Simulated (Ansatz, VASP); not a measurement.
# One calculation of BP, two programs

```
B P
1.0
     3.20394    0.00000    0.00000
    -1.60197    2.77469    0.00000
     0.00000    0.00000    8.46663
B P
2 2
Direct
  0.33333 0.66667 0.25000
  0.66667 0.33333 0.75000
  0.66667 0.33333 0.25000
  0.33333 0.66667 0.75000
```

Alike in both runs: task single point; functional HSE06; k mesh 6 × 6 × 2; no spin polarisation.

|  | VASP | Ansatz |
| --- | --- | --- |
| version | VASP 6.6.1 | Ansatz 0.2.0 |
| potentials or method | VASP PAW PBE potentials, release 64 (B, P) | plane waves, PAW |
| plane-wave cutoff (eV) | 520 | 420 |
| occupations | gaussian, width 0.01 eV | fixed |
| valence electrons in the cell | 16 | 16 |

```tsv
	VASP	Ansatz	Ansatz less VASP
gap on the k mesh at the Fermi level (eV)	1.34	1.32	-0.012
pressure (GPa)	-0.5	-0.2	+0.36
traceless stress, the component that is largest in VASP (GPa)	0.96	0.65	-0.307
```

Ansatz's warnings: stress exchange threshold loose, stress scf threshold loose.
